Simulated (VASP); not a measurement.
# CaAl2Cu2 (I4/mmm) in VASP: single point with r2SCAN

Aim: the single point of CaAl2Cu2 with r2SCAN.

Everything below comes from runs of VASP 6.6.1. Logs are shortened: lines on timing, memory, paths and dates and some standing lists are left out, and cuts for length are marked.

## (1) The cell of the first run

The structure is tetragonal, space group I4/mmm (No. 139). The conventional cell has a = 4.079 Å, b = 4.079 Å, c = 9.896 Å, α = 90.00°, β = 90.00°, γ = 90.00°. Within 3.3 Å of Cu (site symmetry -4m2) lie 4 Al at 2.37 Å and 4 Cu at 2.88 Å and 4 Ca at 3.21 Å. Within 3.2 Å of Al (site symmetry 4mm) lie 4 Cu at 2.37 Å and 1 Al at 2.55 Å and 4 Ca at 3.15 Å. Ca (site symmetry 4/mmm) has 10 Al at 3.15 to 3.67 Å and 8 Cu at 3.21 Å and 4 Ca at 4.08 Å within 4.2 Å.

## (2) Single point, r2SCAN

POSCAR

```
CaAl2Cu2
1.0
    0.0000000000      4.0793640000      0.0000000000
    4.0793640000      0.0000000000      0.0000000000
    2.0396820000      2.0396820000     -4.9480320000
Cu Al Ca
2 2 1
Direct
    0.2500000000      0.7500000000      0.5000000000
    0.7500000000      0.2500000000      0.5000000000
    0.3711000000      0.3711000000      0.2578000000
    0.6289000000      0.6289000000      0.7422000000
    0.0000000000      0.0000000000      0.0000000000
```

INCAR.step1

```
ALGO     = Normal         # electronic algorithm
EDIFF    = 1E-4           # SCF threshold, eV
ENCUT    = 520            # plane-wave cutoff, eV
GGA      = PE             # functional
ISMEAR   = -1             # smearing method
LASPH    = T              # aspherical terms in the spheres
LCHARG   = F              # write CHGCAR
LREAL    = F              # projectors in reciprocal space
LWAVE    = T              # write WAVECAR
NBANDS   = 27             # bands
NELM     = 80             # most SCF steps
PREC     = Accurate       # precision mode
SIGMA    = 0.0226         # smearing width, eV
```

INCAR.step2

```
ALGO     = Normal         # electronic algorithm
EDIFF    = 1E-7           # SCF threshold, eV
ENCUT    = 520            # plane-wave cutoff, eV
ISIF     = 2              # what is computed and relaxed
ISMEAR   = -1             # smearing method
ISTART   = 1            
LASPH    = T              # aspherical terms in the spheres
LCHARG   = T              # write CHGCAR
LELF     = T              # ELF
LMIXTAU  = T            
LREAL    = F              # projectors in reciprocal space
LVHAR    = T            
LWAVE    = F              # write WAVECAR
METAGGA  = R2SCAN         # meta-GGA
NBANDS   = 27             # bands
NELM     = 80             # most SCF steps
PREC     = Accurate       # precision mode
SIGMA    = 0.0226         # smearing width, eV
```

KPOINTS

```
k-points
0
Gamma
  9 9 9
```

Potentials or basis: VASP PAW PBE potentials, release 64 (Cu, Al, Ca_sv).

Command:

```console
$ cat potpaw_PBE.64/Cu/POTCAR potpaw_PBE.64/Al/POTCAR potpaw_PBE.64/Ca_sv/POTCAR > POTCAR
$ cp INCAR.step1 INCAR
$ mpirun -np 1 vasp_std > vasp.out
$ cp INCAR.step2 INCAR
$ mpirun -np 1 vasp_std > vasp.out
```

OUTCAR:

```text
EDIFF = 1E-7
   ENCUT = 520
   ISIF = 2
   ISMEAR = -1
   ISTART = 1
   LASPH = T
   LREAL = F
   METAGGA = R2SCAN
   NELM = 80
   PREC = Accurate

 ion  position               nearest neighbor table
   1  0.250  0.750  0.500-   3 2.37   3 2.37   4 2.37   4 2.37
   2  0.750  0.250  0.500-   3 2.37   3 2.37   4 2.37   4 2.37
   3  0.371  0.371  0.258-   1 2.37   2 2.37   1 2.37   2 2.37   4 2.55   5 3.15   5 3.15   5 3.15
                             5 3.15
   4  0.629  0.629  0.742-   1 2.37   2 2.37   1 2.37   2 2.37   3 2.55   5 3.15   5 3.15   5 3.15
                             5 3.15
   5  0.000  0.000  0.000-   4 3.15   4 3.15   4 3.15   3 3.15   4 3.15   3 3.15   3 3.15   3 3.15

  LATTYP: Found a body centered tetragonal cell.
 ALAT       =     4.0793640000
 C/A-ratio  =     2.4258840349

  Lattice vectors:

 A1 = (  -2.0396820000,   2.0396820000,   4.9480320000)
 A2 = (   2.0396820000,  -2.0396820000,   4.9480320000)
 A3 = (   2.0396820000,   2.0396820000,  -4.9480320000)

Analysis of symmetry for initial positions (statically):
=====================================================================
 Subroutine PRICEL returns:
 Original cell was already a primitive cell.

 Routine SETGRP: Setting up the symmetry group for a
 body centered tetragonal supercell.

 Subroutine GETGRP returns: Found 16 space group operations
 (whereof 16 operations were pure point group operations)
 out of a pool of 16 trial point group operations.

The static configuration has the point symmetry D_4h.

Analysis of symmetry for dynamics (positions and initial velocities):
=====================================================================
 Subroutine PRICEL returns:
 Original cell was already a primitive cell.

 Routine SETGRP: Setting up the symmetry group for a
 body centered tetragonal supercell.

 Subroutine GETGRP returns: Found 16 space group operations
 (whereof 16 operations were pure point group operations)
 out of a pool of 16 trial point group operations.

The dynamic configuration has the point symmetry D_4h.

 Subroutine INISYM returns: Found 16 space group operations
 (whereof 16 operations are pure point group operations),
 and found     1 'primitive' translations

----------------------------------------------------------------------------------------

                                     Primitive cell

  volume of cell :      82.3412

  direct lattice vectors                    reciprocal lattice vectors
     0.000000000  4.079364000  0.000000000     0.000000000  0.245136252  0.101050276
     4.079364000  0.000000000  0.000000000     0.245136252  0.000000000  0.101050276
     2.039682000  2.039682000 -4.948032000     0.000000000  0.000000000 -0.202100552

  length of vectors
     4.079364000  4.079364000  5.727444980     0.265147016  0.265147016  0.202100552

  position of ions in fractional coordinates (direct lattice)
     0.250000000  0.750000000  0.500000000
     0.750000000  0.250000000  0.500000000
     0.371100000  0.371100000  0.257800000
     0.628900000  0.628900000  0.742200000
     0.000000000  0.000000000  0.000000000

  ion indices of the primitive-cell ions
   primitive index   ion index
                 1           1
                 2           2
                 3           3
                 4           4
                 5           5

----------------------------------------------------------------------------------------

 KPOINTS: k-points

Automatic generation of k-mesh.
 Grid dimensions read from file:
 generate k-points for:    9    9    9

 Generating k-lattice:

  Cartesian coordinates                     Fractional coordinates (reciprocal lattice)
     0.000000000  0.027237361  0.011227808     0.111111111  0.000000000  0.000000000
     0.027237361  0.000000000  0.011227808     0.000000000  0.111111111  0.000000000
     0.000000000  0.000000000 -0.022455617     0.000000000  0.000000000  0.111111111

  Length of vectors
     0.029460780  0.029460780  0.022455617

  Shift w.r.t. Gamma in fractional coordinates (k-lattice)
     0.000000000  0.000000000  0.000000000

 Subroutine IBZKPT returns following result:
 ===========================================

 Found     75 irreducible k-points:

 Following reciprocal coordinates:
            Coordinates               Weight
  0.000000  0.000000  0.000000      1.000000
  0.111111  0.000000 -0.000000      8.000000
  0.222222  0.000000 -0.000000      8.000000
  0.333333  0.000000 -0.000000      8.000000
  0.444444  0.000000 -0.000000      8.000000
  0.111111  0.111111 -0.000000      8.000000
[... 16 lines left out ...]
 -0.333333  0.333333  0.000000      4.000000
  0.444444  0.444444 -0.000000      8.000000
 [... further k-points ...]
   k-points           NKPTS =     75   k-points in BZ     NKDIM =     75   number of bands    NBANDS=     27
   number of dos      NEDOS =    301   number of ions     NIONS =      5
   total plane-waves  NPLWV =  43200
   dimension x,y,z NGX =    30 NGY =   30 NGZ =   48
   dimension x,y,z NGXF=    60 NGYF=   60 NGZF=   96
   ions per type =               2   2   1
   NGX,Y,Z   is equivalent  to a cutoff of  12.23, 12.23, 13.93 a.u.
   NGXF,Y,Z  is equivalent  to a cutoff of  24.45, 24.45, 27.87 a.u.
 SYSTEM =  unknown system
   PREC   = accura    normal or accurate (medium, high low for compatibility)
   ISTART =      1    job   : 0-new  1-cont  2-samecut
   ICHARG =      0    charge: 1-file 2-atom 10-const
   ISPIN  =      1    spin polarized calculation?
   LNONCOLLINEAR =      F non collinear calculations
   LSORBIT =      F    spin-orbit coupling
   LASPH  =      T    aspherical Exc in radial PAW
   ENCUT  =  520.0 eV  38.22 Ry    6.18 a.u.   7.58  7.58 10.65*2*pi/ulx,y,z
   NELM   =     80;   NELMIN=  2; NELMDL=  0     # of ELM steps
   EDIFF  = 0.1E-06   stopping-criterion for ELM
   LREAL  =      F    real-space projection
   EDIFFG = 0.1E-05   stopping-criterion for IOM
   NSW    =      0    number of steps for IOM
   IBRION =     -1    ionic relax: 0-MD 1-quasi-New 2-CG
   NFREE  =      0    steps in history (QN), initial steepest desc. (CG)
   ISIF   =      2    stress and relaxation
   ISYM   =      2    0-nonsym 1-usesym 2-fastsym
   POTIM  = 0.5000    time-step for ionic-motion
   TEBEG  =    0.0;   TEEND  =   0.0 temperature during run
   PSTRESS=    0.0 pullay stress
   NELECT =      38.0000    total number of electrons
   NUPDOWN=      -1.0000    fix difference up-down
   EMIN   =  10.00;   EMAX   =-10.00  energy-range for DOS
   EFERMI =   0.00;   METHOD = LEGACY
   ISMEAR =    -1;   SIGMA  =   0.02  broadening in eV -4-tet -1-fermi 0-gaus
   EFERMI_NEDOS =   21; number of points for ismear=-14 and -15
   IALGO  =     38    algorithm
   IMIX   =      4    mixing-type and parameters
     AMIX     =   0.40;   BMIX     =  1.00
     AMIX_MAG =   1.60;   BMIX_MAG =  1.00
  volume/ion in A,a.u.               =      16.47       111.13
  Fermi-wavevector in a.u.,A,eV,Ry     =   1.265116  2.390722 21.776364  1.600518
  Thomas-Fermi vector in A             =   2.398386
   LORBIT       =      0    0 simple, 1 ext, 2 COOP (PROOUT), +10 PAW based schemes
   METAGGA = R2SCAN    functional components
   LHFCALC =     F    Hartree Fock is set to
   AEXX    =    0.0000 exact exchange contribution
   IVDW    =     0    specifies the selected vdW correction
   LEPSILON=     F    determine dielectric tensor
   LRPA    =     F    only Hartree local field effects (RPA)
 non-spin polarized calculation
  energy-cutoff  :      520.00
  volume of cell :       82.34
 maximum number of plane-waves:      2235
   NGX = 15   NGY = 15   NGZ = 21

 number of electron      37.9999984 magnetization

 Free energy of the ion-electron system (eV)
  ---------------------------------------------------
  ext. energy  EPLUGINS =         0.00000000
  ---------------------------------------------------
  free energy    TOTEN  =       -43.00863397 eV

  energy without entropy =      -43.00488350  energy(sigma->0) =      -43.00675873

 E-fermi :   6.1964     XC(G=0): -11.3612

 val. band max:        6.1770318997   @ k =   0.4444   0.3333   0.1111
 cond. band min:       6.2038138679   @ k =  -0.3333   0.1111   0.0000
 fundamental gap:      0.0267819681
 Fermi energy:         6.1963883274

 k-point     1 :       0.0000    0.0000    0.0000
  band No.  band energies     occupation
      1     -35.8597      2.00000
      2     -16.0328      2.00000
      3     -16.0326      2.00000
      4     -16.0326      2.00000
      5      -3.3241      2.00000
      6       0.9253      2.00000
[... 19 lines left out ...]
     26      12.1552      0.00000
     27      12.3664      0.00000

 k-point     2 :       0.1111    0.0000   -0.0000
  band No.  band energies     occupation
      1     -35.8593      2.00000
      2     -16.0412      2.00000
      3     -16.0322      2.00000
      4     -16.0318      2.00000
      5      -3.1854      2.00000
      6       0.8763      2.00000
[... 19 lines left out ...]
     26      12.1848      0.00000
     27      12.3059      0.00000

 k-point     3 :       0.2222    0.0000   -0.0000
  band No.  band energies     occupation
      1     -35.8582      2.00000
      2     -16.0627      2.00000
      3     -16.0306      2.00000
      4     -16.0296      2.00000
      5      -2.7793      2.00000
      6       0.7401      2.00000
[... 19 lines left out ...]
     26      12.1146      0.00000
     27      12.2919      0.00000

 k-point     4 :       0.3333    0.0000   -0.0000
  band No.  band energies     occupation
      1     -35.8571      2.00000
      2     -16.0870      2.00000
      3     -16.0287      2.00000
      4     -16.0271      2.00000
      5      -2.1388      2.00000
      6       0.3999      2.00000
[... 19 lines left out ...]
     26      12.0846      0.00000
     27      12.6602      0.00000
[... 516 lines left out ...]
      4     -16.0210      2.00000
      5      -0.8027      2.00000
      6       0.7323      2.00000
[... 19 lines left out ...]
     26      12.0269      0.00000
     27      12.3901      0.00000

 k-point    23 :      -0.3333    0.3333    0.0000
  band No.  band energies     occupation
      1     -35.8547      2.00000
      2     -16.0801      2.00000
      3     -16.0761      2.00000
      4     -16.0223      2.00000
      5      -1.3891      2.00000
      6       1.1244      2.00000
[... 19 lines left out ...]
     26      11.9694      0.00000
     27      12.1165      0.00000

 k-point    24 :       0.4444    0.4444   -0.0000
  band No.  band energies     occupation
      1     -35.8532      2.00000
      2     -16.0908      2.00000
      3     -16.0892      2.00000
      4     -16.0196      2.00000
      5      -0.1936      2.00000
      6       0.6380      2.00000
[... 19 lines left out ...]
     26      12.0117      0.00000
     27      12.2909      0.00000

 [... further k-points ...]

------------------------ aborting loop because EDIFF is reached ----------------------------------------

  FORCE on cell =-STRESS in cart. coord.  units (eV):
  Direction    XX          YY          ZZ          XY          YZ          ZX
  --------------------------------------------------------------------------------------
  -------------------------------------------------------------------------------------
  Total        4.7309425      4.7309425      4.3561954      0.0000000      0.0000000      0.0000000
  in kB       92.0536116     92.0536116     84.7618679      0.0000000      0.0000000      0.0000000
  external PRESSURE =      89.6230304 kB  Pullay stress =       0.0000000 kB

 VOLUME and BASIS-vectors are now :
 -----------------------------------------------------------------------------
  energy-cutoff  :      520.00
  volume of cell :       82.34
      direct lattice vectors                 reciprocal lattice vectors
     0.000000000  4.079364000  0.000000000     0.000000000  0.245136252  0.101050276
     4.079364000  0.000000000  0.000000000     0.245136252  0.000000000  0.101050276
     2.039682000  2.039682000 -4.948032000     0.000000000  0.000000000 -0.202100552

 POSITION                                       TOTAL-FORCE (eV/Angst)
 -----------------------------------------------------------------------------------
      4.07936      2.03968     -2.47402         0.000000      0.000000     -0.000000
      2.03968      4.07936     -2.47402        -0.000000     -0.000000     -0.000000
      2.03968      2.03968     -1.27560        -0.000000     -0.000000     -0.047314
      4.07936      4.07936     -3.67243         0.000000      0.000000      0.047314
      0.00000      0.00000      0.00000         0.000000      0.000000     -0.000000
 -----------------------------------------------------------------------------------
    total drift:                                0.000000     -0.000000     -0.000000

  FREE ENERGIE OF THE ION-ELECTRON SYSTEM (eV)
  ---------------------------------------------------
  free  energy   TOTEN  =       -43.0086339696 eV

  energy  without entropy=      -43.0048834976  energy(sigma->0) =      -43.00675873
```

It took 27 min on 1 thread of Intel Xeon 8259CL, shared host; peak memory 0.33 GiB.

Results:

| Quantity | Value |
| --- | --- |
| Free energy | -43.0086 eV |
| Pressure | 9.0 GPa |
| Largest force | 0.047 eV/Å |
| Band gap on the k mesh | zero (bands 19 and 20 overlap by 3.32 eV) |

Forces in eV/Å, atoms in the order of the input:
```
Cu   0.000  0.000  0.000
Cu   0.000  0.000  0.000
Al   0.000  0.000 -0.047
Al   0.000  0.000  0.047
Ca   0.000  0.000  0.000
```

Levels at points of the mesh, in eV from the Fermi level:
| k point | band 15 | band 16 | band 17 | band 18 | band 19 | band 20 | band 21 | band 22 | band 23 | band 24 |
| --- | --- | --- | --- | --- | --- | --- | --- | --- | --- | --- |
| (0.00, 0.00, 0.00) | -2.79 | -2.46 | -2.07 | -0.57 | -0.57 | 0.94 | 2.64 | 2.88 | 2.88 | 4.41 |

Caveat: the cell stands under pressure; the PAW data sets were made with another functional, which shifts forces and pressure a little.
